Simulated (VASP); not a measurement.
Write the native input for VASP 6.6.1 that does the following.

```
Task                   : single point
Functional             : PBEsol
Potentials or basis    : VASP PAW PBE potentials, release 64 (Al, Ru_pv)
Cutoff                 : 520 eV
k mesh                 : 20 × 20 × 20
Occupations            : gaussian, width 0.15 eV
Spin                   : no spin polarisation
Dipole correction      : no
Further INCAR settings : ALGO = Fast; EDIFF = 1e-06; NBANDS = 16
```

The structure of AlRu lies in POSCAR:

```
AlRu
1.0
    2.8871155871      0.0000000000      0.0000000000
    0.0000000000      2.8871155871      0.0000000000
    0.0000000000      0.0000000000      3.0210539391
Al Ru
1 1
Direct
    0.0000000000      0.0000000000      0.0000000000
    0.5000000000      0.5000000000      0.5000000000
```

This cell differs from its parent crystal: strain -0.030 along x and y, +0.015 along z.

These files were run (other wordings do the same):

INCAR

```
  PREC = Accurate
  ENCUT = 520
  EDIFF = 1E-6
  ISMEAR = 0
  SIGMA = 0.15
  LREAL = False
  LASPH = True
  NELM = 60
  ALGO = Fast
  ISIF = 2
  LWAVE = False
  LCHARG = False
  GGA = PS
  NBANDS = 16
```

KPOINTS

```
regular mesh
0
Gamma
  20 20 20
```

Potentials or basis: VASP PAW PBE potentials, release 64 (Al, Ru_pv).

Run with:

```sh
$ cat potpaw_PBE.64/Al/POTCAR potpaw_PBE.64/Ru_pv/POTCAR > POTCAR
$ mpirun -np 1 vasp_std > vasp.out
```

It gave:

The pressure is 11.6 GPa and the band gap on the k mesh is zero (an odd number of electrons rules out a gap without spin polarisation).

Caveat: the cell differs from its parent crystal (strain -0.030 along x and y, +0.015 along z); the stress differs along the axes, from 6 to 15 GPa; the PAW data sets were made with another functional, which shifts forces and pressure a little.

It took 2.6 min on 1 thread of Intel Xeon 8259CL, with other jobs on the host, peak memory 0.38 GiB.
